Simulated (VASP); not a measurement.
# CdTe (Cmcm) in VASP: a series of runs

CdTe is run at these levels: LDA; tasks: single point.

Everything below comes from runs of VASP 6.6.1. Logs are shortened: lines on timing, memory, paths and dates and some standing lists are left out, and cuts for length are marked.

**1. The cell of the first run**

The structure is orthorhombic, space group Cmcm (No. 63). The conventional cell has a = 6.171 Å, b = 6.230 Å, c = 6.131 Å, α = 90.00°, β = 90.00°, γ = 90.00°. Cd (site symmetry m2m) has 6 Te at 3.05 to 3.18 Å within 4.0 Å. Te (site symmetry m2m) has 6 Cd at 3.05 to 3.18 Å within 4.0 Å.

**2. Single point, LDA**

File INCAR:

```
SYSTEM = CdTe
ALGO     = Normal         ! electronic algorithm
EDIFF    = 1E-6           ! SCF threshold, eV
ENCUT    = 500            ! plane-wave cutoff, eV
GGA_COMPAT= .FALSE.      
ISIF     = 2              ! what is computed and relaxed
ISMEAR   = -1             ! smearing method
LASPH    = .TRUE.         ! aspherical terms in the spheres
LCHARG   = .TRUE.         ! write CHGCAR
LELF     = .TRUE.         ! ELF
LREAL    = .FALSE.        ! projectors in reciprocal space
LVHAR    = .TRUE.       
LWAVE    = .FALSE.        ! write WAVECAR
NBANDS   = 26             ! bands
NELM     = 120            ! most SCF steps
PREC     = Accurate       ! precision mode
SIGMA    = 0.1            ! smearing width, eV
```

File KPOINTS:

```
k-points
0
G
  6 6 4
  0 0 0
```

File POSCAR:

```
CdTe
1.0
    3.0855915320     -3.1151036966      0.0000000000
    3.0855915320      3.1151036966      0.0000000000
    0.0000000000      0.0000000000      6.1309886192
Cd Te
2 2
Direct
    0.2770300000      0.7229700000      0.7500000000
    0.7229700000      0.2770300000      0.2500000000
    0.7661370000      0.2338630000      0.7500000000
    0.2338630000      0.7661370000      0.2500000000
```

Potentials or basis: VASP PAW LDA potentials, release 64 (Cd, Te).

The run is started by

```
cat potpaw_LDA.64/Cd/POTCAR potpaw_LDA.64/Te/POTCAR > POTCAR
mpirun -np 1 vasp_std > vasp.out
```

OUTCAR:

```text
SYSTEM = CdTe
   EDIFF = 1E-6
   ENCUT = 500
   ISIF = 2
   ISMEAR = -1
   LASPH = .TRUE.
   LREAL = .FALSE.
   NELM = 120
   PREC = Accurate

 ion  position               nearest neighbor table
   1  0.277  0.723  0.750-   3 3.05   4 3.08   4 3.08   3 3.09   3 3.09   3 3.18
   2  0.723  0.277  0.250-   4 3.05   3 3.08   3 3.08   4 3.09   4 3.09   4 3.18
   3  0.766  0.234  0.750-   1 3.05   2 3.08   2 3.08   1 3.09   1 3.09   1 3.18
   4  0.234  0.766  0.250-   2 3.05   1 3.08   1 3.08   2 3.09   2 3.09   2 3.18

  LATTYP: Found a base centered orthorhombic cell.
 ALAT       =     6.1711830640
 B/A-ratio  =     1.0095645079
 C/A-ratio  =     0.9934867522

  Lattice vectors:

 A1 = (   3.0855915320,  -3.1151036966,   0.0000000000)
 A2 = (   3.0855915320,   3.1151036966,   0.0000000000)
 A3 = (   0.0000000000,   0.0000000000,   6.1309886192)

Analysis of symmetry for initial positions (statically):
=====================================================================
 Subroutine PRICEL returns:
 Original cell was already a primitive cell.

 Routine SETGRP: Setting up the symmetry group for a
 base centered orthorhombic supercell.

 Subroutine GETGRP returns: Found  8 space group operations
 (whereof  4 operations were pure point group operations)
 out of a pool of  8 trial point group operations.

The static configuration has the point symmetry C_2h.
 The point group associated with its full space group is D_2h.

Analysis of symmetry for dynamics (positions and initial velocities):
=====================================================================
 Subroutine PRICEL returns:
 Original cell was already a primitive cell.

 Routine SETGRP: Setting up the symmetry group for a
 base centered orthorhombic supercell.

 Subroutine GETGRP returns: Found  8 space group operations
 (whereof  4 operations were pure point group operations)
 out of a pool of  8 trial point group operations.

The dynamic configuration has the point symmetry C_2h.
 The point group associated with its full space group is D_2h.

 Subroutine INISYM returns: Found  8 space group operations
 (whereof  4 operations are pure point group operations),
 and found     1 'primitive' translations

----------------------------------------------------------------------------------------

                                     Primitive cell

  volume of cell :     117.8614

[... 85 lines left out ...]
   ICHARG =      2    charge: 1-file 2-atom 10-const
   ISPIN  =      1    spin polarized calculation?
   LNONCOLLINEAR =      F non collinear calculations
   LSORBIT =      F    spin-orbit coupling
   LASPH  =      T    aspherical Exc in radial PAW
   ENCUT  =  500.0 eV  36.75 Ry    6.06 a.u.   7.99  7.99 11.18*2*pi/ulx,y,z
   NELM   =    120;   NELMIN=  2; NELMDL= -5     # of ELM steps
   EDIFF  = 0.1E-05   stopping-criterion for ELM
   LREAL  =      F    real-space projection
   EDIFFG = 0.1E-04   stopping-criterion for IOM
   NSW    =      0    number of steps for IOM
   IBRION =     -1    ionic relax: 0-MD 1-quasi-New 2-CG
   NFREE  =      0    steps in history (QN), initial steepest desc. (CG)
   ISIF   =      2    stress and relaxation
   ISYM   =      2    0-nonsym 1-usesym 2-fastsym
   POTIM  = 0.5000    time-step for ionic-motion
   TEBEG  =    0.0;   TEEND  =   0.0 temperature during run
   PSTRESS=    0.0 pullay stress
   NELECT =      36.0000    total number of electrons
   NUPDOWN=      -1.0000    fix difference up-down
   EMIN   =  10.00;   EMAX   =-10.00  energy-range for DOS
   EFERMI =   0.00;   METHOD = LEGACY
   ISMEAR =    -1;   SIGMA  =   0.10  broadening in eV -4-tet -1-fermi 0-gaus
   EFERMI_NEDOS =   21; number of points for ismear=-14 and -15
   IALGO  =     38    algorithm
   IMIX   =      4    mixing-type and parameters
     AMIX     =   0.40;   BMIX     =  1.00
     AMIX_MAG =   1.60;   BMIX_MAG =  1.00
  volume/ion in A,a.u.               =      29.47       198.84
  Fermi-wavevector in a.u.,A,eV,Ry     =   1.102517  2.083454 16.538468  1.215543
  Thomas-Fermi vector in A             =   2.238961
   LORBIT       =      0    0 simple, 1 ext, 2 COOP (PROOUT), +10 PAW based schemes
   GGA     = CA    functional components
   LHFCALC =     F    Hartree Fock is set to
   AEXX    =    0.0000 exact exchange contribution
   IVDW    =     0    specifies the selected vdW correction
   LEPSILON=     F    determine dielectric tensor
   LRPA    =     F    only Hartree local field effects (RPA)
 non-spin polarized calculation
  energy-cutoff  :      500.00
  volume of cell :      117.86
 maximum number of plane-waves:      3028
   NGX = 15   NGY = 15   NGZ = 23

 number of electron      35.9999995 magnetization

 Free energy of the ion-electron system (eV)
  ---------------------------------------------------
  ext. energy  EPLUGINS =         0.00000000
  ---------------------------------------------------
  free energy    TOTEN  =       -11.41707417 eV

  energy without entropy =      -11.34742186  energy(sigma->0) =      -11.38224802

 E-fermi :   3.4109     XC(G=0):  -9.8392

 val. band max:        3.4000984530   @ k =   0.3333   0.3333   0.0000
 cond. band min:       3.4332980645   @ k =   0.3333   0.0000   0.0000
 fundamental gap:      0.0331996115
 Fermi energy:         3.4108831522

 k-point     1 :       0.0000    0.0000    0.0000
  band No.  band energies     occupation
      1      -8.0271      2.00000
      2      -7.2364      2.00000
      3      -4.7969      2.00000
      4      -4.7886      2.00000
      5      -4.7735      2.00000
      6      -4.7496      2.00000
[... 685 lines left out ...]
     25      10.7523      0.00000
     26      10.8521      0.00000

 [... further k-points ...]
[... 5 lines left out ...]
  --------------------------------------------------------------------------------------
  -------------------------------------------------------------------------------------
  Total       -3.9009446     -3.8768487     -3.9087346      0.0000000     -0.0000000      0.0000000
  in kB      -53.0284482    -52.7008944    -53.1343439      0.0000000     -0.0000000      0.0000000
  external PRESSURE =     -52.9545622 kB  Pullay stress =       0.0000000 kB

 VOLUME and BASIS-vectors are now :
 -----------------------------------------------------------------------------
  energy-cutoff  :      500.00
  volume of cell :      117.86
      direct lattice vectors                 reciprocal lattice vectors
     3.085591532 -3.115103697  0.000000000     0.162043483 -0.160508300  0.000000000
     3.085591532  3.115103697  0.000000000     0.162043483  0.160508300  0.000000000
     0.000000000  0.000000000  6.130988619     0.000000000  0.000000000  0.163105832

 POSITION                                       TOTAL-FORCE (eV/Angst)
 -----------------------------------------------------------------------------------
      3.08559      1.38915      4.59824         0.000000      0.028218     -0.000000
      3.08559     -1.38915      1.53275         0.000000     -0.028218     -0.000000
      3.08559     -1.65809      4.59824         0.000000      0.087739      0.000000
      3.08559      1.65809      1.53275         0.000000     -0.087739     -0.000000
 -----------------------------------------------------------------------------------
    total drift:                                0.000000      0.000000      0.000000

  FREE ENERGIE OF THE ION-ELECTRON SYSTEM (eV)
  ---------------------------------------------------
  free  energy   TOTEN  =       -11.4170741690 eV

  energy  without entropy=      -11.3474218638  energy(sigma->0) =      -11.38224802
```

OSZICAR:

```text
N       E                     dE             d eps       ncg     rms          rms(c)
DAV:   1     0.219305645528E+03    0.21931E+03   -0.16014E+04  2028   0.119E+03
DAV:   2    -0.130154605379E+01   -0.22061E+03   -0.21331E+03  2220   0.294E+02
DAV:   3    -0.118132054195E+02   -0.10512E+02   -0.10405E+02  2410   0.650E+01
DAV:   4    -0.119387139648E+02   -0.12551E+00   -0.12521E+00  2542   0.598E+00
DAV:   5    -0.119400869009E+02   -0.13729E-02   -0.13729E-02  2344   0.609E-01    0.713E+00
DAV:   6    -0.114507115743E+02    0.48938E+00   -0.95742E-01  2150   0.896E+00    0.599E+00
DAV:   7    -0.114226430782E+02    0.28068E-01   -0.20029E-01  2246   0.232E+00    0.229E+00
DAV:   8    -0.114177417164E+02    0.49014E-02   -0.17801E-02  2158   0.128E+00    0.524E-01
DAV:   9    -0.114171097799E+02    0.63194E-03   -0.27001E-03  2292   0.425E-01    0.846E-02
DAV:  10    -0.114170682018E+02    0.41578E-04   -0.23981E-04  2146   0.153E-01    0.402E-02
DAV:  11    -0.114170806410E+02   -0.12439E-04   -0.66588E-05  2316   0.459E-02    0.304E-02
DAV:  12    -0.114170742681E+02    0.63729E-05   -0.12826E-05  2120   0.273E-02    0.202E-02
DAV:  13    -0.114170741690E+02    0.99065E-07   -0.17802E-06  1710   0.671E-03
   1 F= -.11417074E+02 E0= -.11382248E+02  d E =-.696523E-01
```

stdout:

```text
POSCAR found type information on POSCAR CdTe
 POSCAR found :  2 types and       4 ions
 scaLAPACK will be used
 LDA part: xc-table for (Slater(with rela. corr.)+CA(PZ))
 , standard interpolation
 POSCAR, INCAR and KPOINTS ok, starting setup
 FFT: planning ... GRIDC
 FFT: planning ... GRID_SOFT
 FFT: planning ... GRID
 WAVECAR not read
 entering main loop
```

Run time: 53 s. Hardware: 1 thread of Intel Xeon Platinum 8488C (Sapphire Rapids), shared host; peak memory 0.24 GiB.

What came out:

```yaml
Free_energy: -11.4171 eV
Pressure: -5.3 GPa
Largest_force: 0.088 eV/Å
Band_gap_on_the_k_mesh: zero (band 18 reaches 3.43 eV, above the bottom of band 19 at 2.03 eV)
```

Forces on the atoms (eV/Å):
```
Cd   0.000  0.028  0.000
Cd   0.000 -0.028  0.000
Te   0.000  0.088  0.000
Te   0.000 -0.088  0.000
```

Levels at points of the mesh, in eV from the Fermi level:
```tsv
k point	band 14	band 15	band 16	band 17	band 18	band 19	band 20	band 21	band 22	band 23
(0.00, 0.00, 0.00)	-2.00	-1.97	-1.42	-0.47	-0.43	-0.37	-0.01	4.27	6.88	7.05
(0.50, 0.00, 0.00)	-3.91	-2.27	-2.24	-0.26	-0.19	2.44	2.53	4.31	4.38	4.65
(0.50, 0.50, 0.00)	-3.90	-1.97	-1.95	-1.91	-1.90	-1.38	-1.32	4.15	4.34	8.69
(0.00, 0.00, 0.50)	-2.90	-1.28	-1.28	-1.23	-1.23	1.49	1.49	5.07	5.07	5.38
(0.50, 0.00, 0.50)	-5.01	-0.09	-0.09	-0.03	-0.03	2.63	2.63	3.90	3.90	4.01
(0.50, 0.50, 0.50)	-3.36	-3.05	-3.05	-3.03	-3.03	2.22	2.22	4.64	4.64	6.63
```

Caveat: spin-orbit coupling is left out, which moves the levels of the heavy elements.

**3. Single point, LDA**

This run uses another cell than the first one, of 30.04 Å³/atom, 1.020 times its volume.

File INCAR:

```
PREC = Accurate ; ENCUT = 500
EDIFF = 1E-6 ; ISMEAR = -1
SIGMA = 0.1 ; LREAL = False
LASPH = True ; NELM = 120
ALGO = Normal ; ISIF = 2
LWAVE = False ; LCHARG = False
GGA = CA ; NBANDS = 26
GGA_COMPAT = False
```

File KPOINTS:

```
regular mesh
0
Gamma
  6 6 4
```

File POSCAR:

```
CdTe
1.0
    3.1056284021     -3.1353322095      0.0000000000
    3.1056284021      3.1353322095      0.0000000000
    0.0000000000      0.0000000000      6.1708013492
Cd Te
2 2
Direct
    0.2770300000      0.7229700000      0.7500000000
    0.7229700000      0.2770300000      0.2500000000
    0.7661370000      0.2338630000      0.7500000000
    0.2338630000      0.7661370000      0.2500000000
```

Potentials or basis: VASP PAW LDA potentials, release 64 (Cd, Te).

The run is started by

```
cat potpaw_LDA.64/Cd/POTCAR potpaw_LDA.64/Te/POTCAR > POTCAR
mpirun -np 1 vasp_std > vasp.out
```

Run time: 55 s. Hardware: 1 thread of Intel Xeon Platinum 8488C (Sapphire Rapids), shared host; peak memory 0.24 GiB.

The run converged. Its results:

* Free energy: -11.3364 eV
* Pressure: -5.9 GPa
* Largest force: 0.103 eV/Å
* Band gap on the k mesh: zero (band 18 reaches 3.24 eV, above the bottom of band 19 at 1.86 eV)

Forces in eV/Å, atoms in the order of the input:
```
Cd   0.000  0.020  0.000
Cd   0.000 -0.020  0.000
Te   0.000  0.103  0.000
Te   0.000 -0.103  0.000
```

Levels at points of the mesh, in eV from the Fermi level:
```tsv
k point	band 15	band 16	band 17	band 18	band 19	band 20	band 21	band 22
(0.00, 0.00, 0.00)	-1.91	-1.40	-0.45	-0.42	-0.35	-0.09	4.30	6.87
(0.50, 0.00, 0.00)	-2.21	-2.17	-0.26	-0.19	2.42	2.52	4.23	4.31
(0.50, 0.50, 0.00)	-1.91	-1.89	-1.85	-1.84	-1.36	-1.31	4.19	4.37
(0.00, 0.00, 0.50)	-1.24	-1.24	-1.19	-1.19	1.47	1.47	5.10	5.10
(0.50, 0.00, 0.50)	-0.09	-0.09	-0.04	-0.04	2.64	2.64	3.91	3.91
(0.50, 0.50, 0.50)	-2.96	-2.96	-2.94	-2.94	2.16	2.16	4.61	4.61
```

Caveat: spin-orbit coupling is left out, which moves the levels of the heavy elements.

**4. Single point, LDA**

This run uses another cell than the first one, of 30.62 Å³/atom, 1.039 times its volume.

File INCAR:

```
SYSTEM = CdTe
  PREC = Accurate
  ENCUT = 500
  EDIFF = 1E-6
  ISMEAR = -1
  SIGMA = 0.1
  LREAL = .FALSE.
  LASPH = .TRUE.
  NELM = 120
  ALGO = Normal
  ISIF = 2
  LWAVE = .FALSE.
  LCHARG = .TRUE.
  LELF = .TRUE.
  LVHAR = .TRUE.
  NBANDS = 26
  GGA_COMPAT = .FALSE.
```

File KPOINTS:

```
Automatic mesh
0
G
  6 6 4
  0 0 0
```

File POSCAR:

```
CdTe
1.0
    3.1254100081     -3.1553030168      0.0000000000
    3.1254100081      3.1553030168      0.0000000000
    0.0000000000      0.0000000000      6.2101068761
Cd Te
2 2
Direct
    0.2770300000      0.7229700000      0.7500000000
    0.7229700000      0.2770300000      0.2500000000
    0.7661370000      0.2338630000      0.7500000000
    0.2338630000      0.7661370000      0.2500000000
```

Potentials or basis: VASP PAW LDA potentials, release 64 (Cd, Te).

The run is started by

```
cat potpaw_LDA.64/Cd/POTCAR potpaw_LDA.64/Te/POTCAR > POTCAR
mpirun -np 1 vasp_std > vasp.out
```

OUTCAR:

```text
SYSTEM = CdTe
   PREC = Accurate
   ENCUT = 500
   EDIFF = 1E-6
   ISMEAR = -1
   LREAL = .FALSE.
   LASPH = .TRUE.
   NELM = 120
   ISIF = 2

 ion  position               nearest neighbor table
   1  0.277  0.723  0.750-   3 3.09   4 3.12   4 3.12   3 3.13   3 3.13   3 3.22
   2  0.723  0.277  0.250-   4 3.09   3 3.12   3 3.12   4 3.13   4 3.13   4 3.22
   3  0.766  0.234  0.750-   1 3.09   2 3.12   2 3.12   1 3.13   1 3.13   1 3.22
   4  0.234  0.766  0.250-   2 3.09   1 3.12   1 3.12   2 3.13   2 3.13   2 3.22

  LATTYP: Found a base centered orthorhombic cell.
 ALAT       =     6.2508200162
[... 897 lines left out ...]
  --------------------------------------------------------------------------------------
  -------------------------------------------------------------------------------------
  Total       -4.9155314     -4.8617116     -4.9429053      0.0000000     -0.0000000      0.0000000
  in kB      -64.2989549    -63.5949499    -64.6570272      0.0000000     -0.0000000      0.0000000
  external PRESSURE =     -64.1836440 kB  Pullay stress =       0.0000000 kB

 VOLUME and BASIS-vectors are now :
 -----------------------------------------------------------------------------
  energy-cutoff  :      500.00
  volume of cell :      122.48
      direct lattice vectors                 reciprocal lattice vectors
     3.125410008 -3.155303017  0.000000000     0.159979010 -0.158463386  0.000000000
     3.125410008  3.155303017  0.000000000     0.159979010  0.158463386  0.000000000
     0.000000000  0.000000000  6.210106876     0.000000000  0.000000000  0.161027824

 POSITION                                       TOTAL-FORCE (eV/Angst)
 -----------------------------------------------------------------------------------
      3.12541      1.40708      4.65758         0.000000      0.010795      0.000000
      3.12541     -1.40708      1.55253         0.000000     -0.010795     -0.000000
      3.12541     -1.67949      4.65758         0.000000      0.118210      0.000000
      3.12541      1.67949      1.55253         0.000000     -0.118210      0.000000
 -----------------------------------------------------------------------------------
    total drift:                                0.000000      0.000000      0.000000

  FREE ENERGIE OF THE ION-ELECTRON SYSTEM (eV)
  ---------------------------------------------------
  free  energy   TOTEN  =       -11.2477527072 eV

  energy  without entropy=      -11.1764503720  energy(sigma->0) =      -11.21210154
```

OSZICAR:

```text
N       E                     dE             d eps       ncg     rms          rms(c)
DAV:   1     0.215296220250E+03    0.21530E+03   -0.15818E+04  2028   0.118E+03
DAV:   2    -0.150950077250E+01   -0.21681E+03   -0.20956E+03  2268   0.292E+02
DAV:   3    -0.116698457772E+02   -0.10160E+02   -0.10070E+02  2412   0.636E+01
DAV:   4    -0.117822452188E+02   -0.11240E+00   -0.11235E+00  2550   0.582E+00
DAV:   5    -0.117836192394E+02   -0.13740E-02   -0.13740E-02  2334   0.590E-01    0.657E+00
DAV:   6    -0.112824066950E+02    0.50121E+00   -0.96667E-01  2134   0.867E+00    0.561E+00
DAV:   7    -0.112540662300E+02    0.28340E-01   -0.18396E-01  2218   0.222E+00    0.224E+00
DAV:   8    -0.112484933645E+02    0.55729E-02   -0.15779E-02  2198   0.118E+00    0.502E-01
DAV:   9    -0.112477720684E+02    0.72130E-03   -0.25337E-03  2286   0.383E-01    0.768E-02
DAV:  10    -0.112477469602E+02    0.25108E-04   -0.21691E-04  2128   0.139E-01    0.420E-02
DAV:  11    -0.112477565864E+02   -0.96262E-05   -0.45095E-05  2200   0.310E-02    0.231E-02
DAV:  12    -0.112477526205E+02    0.39659E-05   -0.87288E-06  2102   0.180E-02    0.140E-02
DAV:  13    -0.112477527072E+02   -0.86651E-07   -0.91294E-07  1312   0.460E-03
   1 F= -.11247753E+02 E0= -.11212102E+02  d E =-.713023E-01
```

It took 53 s on 1 thread of Intel Xeon Platinum 8488C (Sapphire Rapids), shared host; peak memory 0.25 GiB.

What came out:

```
Free energy            : -11.2478 eV
Pressure               : -6.4 GPa
Largest force          : 0.118 eV/Å
Band gap on the k mesh : zero (band 18 reaches 3.06 eV, above the bottom of band 19 at 1.69 eV)
```

Forces on the atoms (eV/Å):
```
Cd   0.000  0.011  0.000
Cd   0.000 -0.011  0.000
Te   0.000  0.118  0.000
Te   0.000 -0.118  0.000
```

Caveat: spin-orbit coupling is left out, which moves the levels of the heavy elements.

**5. Summary**

```tsv
cell	gap on the mesh (eV)	pressure (GPa)	largest force (eV/Å)
a = 4.385, b = 4.385, c = 6.131 Å, angles 90.0, 90.0, 90.5°, 4 atoms	none	-5.3	0.09
a = 4.413, b = 4.413, c = 6.171 Å, angles 90.0, 90.0, 90.5°, 4 atoms	none	-5.9	0.10
a = 4.441, b = 4.441, c = 6.210 Å, angles 90.0, 90.0, 90.5°, 4 atoms	none	-6.4	0.12
```

Alike in all rows: task single point; level LDA; potentials or basis VASP PAW LDA potentials, release 64 (Cd, Te); no spin polarisation; k mesh 6 × 6 × 4; cutoff (eV) 500; smearing fermi-dirac 0.1 eV.

Caveats: spin-orbit coupling is left out, which moves the levels of the heavy elements.

Total energies depend on the potentials used, so only differences within one code and one set of settings carry meaning.
